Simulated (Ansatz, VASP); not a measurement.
MgB2: VASP beside Ansatz

```
Mg B
1.0
     3.04331    0.00000    0.00000
    -1.52165    2.63558    0.00000
     0.00000    0.00000    3.47539
Mg B
1 2
Direct
  0.00000 0.00000 0.00000
  0.33333 0.66667 0.50000
  0.66667 0.33333 0.50000
```

Change from the starting cell: volume scaled by 0.96, crystal datasets.

Alike in both runs: task electric field gradients; functional LDA; k mesh 15 × 15 × 12; occupations fermi-dirac, width 0.05 eV; no spin polarisation.

|  | VASP | Ansatz |
| --- | --- | --- |
| version | VASP 6.6.1 | Ansatz 0.2.0 |
| potentials or method | VASP PAW LDA potentials, release 64 (Mg, B), cutoff 520 eV | all-electron PAW with datasets made for the crystal, scalar-relativistic |

```tsv
	VASP	Ansatz	Ansatz less VASP
pressure (GPa)	-2.2	-1.6	+0.59
traceless stress, the component that is largest in VASP (GPa)	0.02	0.13	+0.107
size of Vzz on the site where it differs most (V/Å²)	0.7	2.9	+2.16
```

LDA's correlation is that of Perdew and Zunger in VASP and of Perdew and Wang (1992) in Ansatz. Ansatz ran all-electron here, and VASP with PAW potentials.
